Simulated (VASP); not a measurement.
Here is a VASP 6.6.1 calculation.

The input INCAR:

```
ALGO = Normal ; EDIFF = 1E-6
EDIFFG = -0.03 ; ENCUT = 600
GGA = PS ; IBRION = 2
ISIF = 3 ; ISMEAR = 1
LASPH = T ; LCHARG = F
LREAL = F ; LWAVE = F
NELM = 60 ; NSW = 80
PREC = Accurate ; SIGMA = 0.05
```

File KPOINTS:

```
k-points
0
Gamma
  16 16 16
```

File POSCAR:

```
Ge
1.0
    2.6800000000      0.0000000000      0.0000000000
    0.0000000000      2.6800000000      0.0000000000
    0.0000000000      0.0000000000      2.6800000000
Ge
1
Direct
    0.0000000000      0.0000000000      0.0000000000
```

Potentials or basis: VASP PAW PBE potentials, release 64 (Ge_d).

Command:

```bash
$ cat potpaw_PBE.64/Ge_d/POTCAR > POTCAR
$ mpirun -np 1 vasp_std > vasp.out
```

(1) Estimate the space group after relaxing (to 0.1 Å).

(2) What does it give for the band gap on the k mesh?

(3) What does it give for the relaxed cell?

(4) Predict the relaxed volume.

## Answers

(1) Pm-3m (No. 221).

(2) zero (bands 7 and 8 overlap by 9.50 eV).

(3) a = 2.669 Å, b = 2.669 Å, c = 2.669 Å, α = 90.00°, β = 90.00°, γ = 90.00°.

(4) 19.01 Å³/atom.

Caveat: the PAW data sets were made with another functional, which shifts forces and pressure a little.
